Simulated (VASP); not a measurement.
Input of a VASP 6.6.1 run:

The input INCAR:

```
  ALGO = Normal
  EDIFF = 1E-6
  ENCUT = 520
  GGA = PE
  ISIF = 2
  ISMEAR = 0
  LASPH = T
  LCHARG = F
  LREAL = F
  LWAVE = F
  NBANDS = 18
  NELM = 80
  PREC = Accurate
  SIGMA = 0.15
```

KPOINTS

```
k-points
0
Gamma
  14 14 14
```

POSCAR

```
BiTe
1.0
    1.2649249498      3.9754784137      3.9754784137
    3.9754784137      1.2649249498      3.9754784137
    3.9754784137      3.9754784137      1.2649249498
Bi Te
1 1
Direct
    0.0000000000      0.0000000000      0.0000000000
    0.5000000000      0.5000000000      0.5000000000
```

Potentials or basis: VASP PAW PBE potentials, release 64 (Bi_d, Te).

Launch:

```console
$ cat potpaw_PBE.64/Bi_d/POTCAR potpaw_PBE.64/Te/POTCAR > POTCAR
$ mpirun -np 1 vasp_std > vasp.out
```

Task: What does it give for the band gap on the k mesh?

Result: Zero (an odd number of electrons rules out a gap without spin polarisation).

Task: Predict the pressure.

Result: -3.9 GPa.

Stress tensor (GPa, compression positive):
```
-3.90 -2.46 -2.46
-2.46 -3.90 -2.46
-2.46 -2.46 -3.90
```

Caveat: the cell stands under tension; spin-orbit coupling is left out, which moves the levels of the heavy elements.
